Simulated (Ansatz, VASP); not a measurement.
BAs: VASP beside Ansatz

```
CELL_PARAMETERS angstrom
0.00000 2.36628 2.36628
2.36628 0.00000 2.36628
2.36628 2.36628 0.00000
ATOMIC_POSITIONS crystal
B 0.00000 0.00000 0.00000
As 0.25000 0.25000 0.25000
```

Alike in both runs: functional LDA; k mesh 15 × 15 × 15; occupations fermi-dirac, width 0.05 eV; no spin polarisation.

Ansatz relaxed the structure, and its values are those at the end. VASP's run is a single point on that final structure, the one shown.

|  | VASP | Ansatz |
| --- | --- | --- |
| version | VASP 6.6.1 | Ansatz 0.2.0 |
| potentials or method | VASP PAW LDA potentials, release 64 (B, As) | PAW with Ansatz's default frozen-core files, scalar-relativistic |
| plane-wave cutoff (eV) | 520 | 420 |
| valence electrons in the cell | 8 | 18 |

```csv
,VASP,Ansatz,Ansatz less VASP
pressure (GPa),0.9,0.0,-0.96
```

LDA's correlation is that of Perdew and Zunger in VASP and of Perdew and Wang (1992) in Ansatz. VASP's potentials hold 8 valence electrons a cell and Ansatz's 18, so a difference there can come from the potentials and not from the codes.
